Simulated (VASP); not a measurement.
A run of VASP 6.6.1 is set up as follows.

INCAR

```
ALGO = Normal
EDIFF = 1E-6
EDIFFG = -0.03
ENCUT = 600
GGA = CA
IBRION = 2
ISIF = 3
ISMEAR = 1
LASPH = True
LCHARG = False
LREAL = False
LWAVE = False
NELM = 80
NSW = 100
PREC = Accurate
SIGMA = 0.1
```

Contents of KPOINTS:

```
k-points
0
Gamma
  12 12 12
```

The input POSCAR:

```
Ge
1.0
   -2.5744900000      2.5744900000      1.3974130000
    2.5744900000     -2.5744900000      1.3974130000
    2.5744900000      2.5744900000     -1.3974130000
Ge
2
Direct
    0.2500000000      0.7500000000      0.5000000000
    0.5000000000      0.5000000000      0.0000000000
```

Potentials or basis: VASP PAW LDA potentials, release 64 (Ge_d).

Run with:

```sh
$ cat potpaw_LDA.64/Ge_d/POTCAR > POTCAR
$ mpirun -np 1 vasp_std > vasp.out
```

Predict the relaxed cell.

a = 3.850 Å, b = 3.850 Å, c = 3.850 Å, α = 97.49°, β = 97.49°, γ = 137.67°.

What does it give for the band gap on the k mesh?

Zero (bands 14 and 15 overlap by 5.32 eV).

Estimate the space group after relaxing (to 0.1 Å).

I4_1/amd (No. 141).

Final structure:
```xyz
2
Lattice="-2.5389 2.5389 1.3901 2.5389 -2.5389 1.3901 2.5389 2.5389 -1.3901" Properties=species:S:1:pos:R:3 pbc="T T T"
Ge    2.5389    0.0000    0.6950
Ge    0.0000    0.0000    1.3901
```
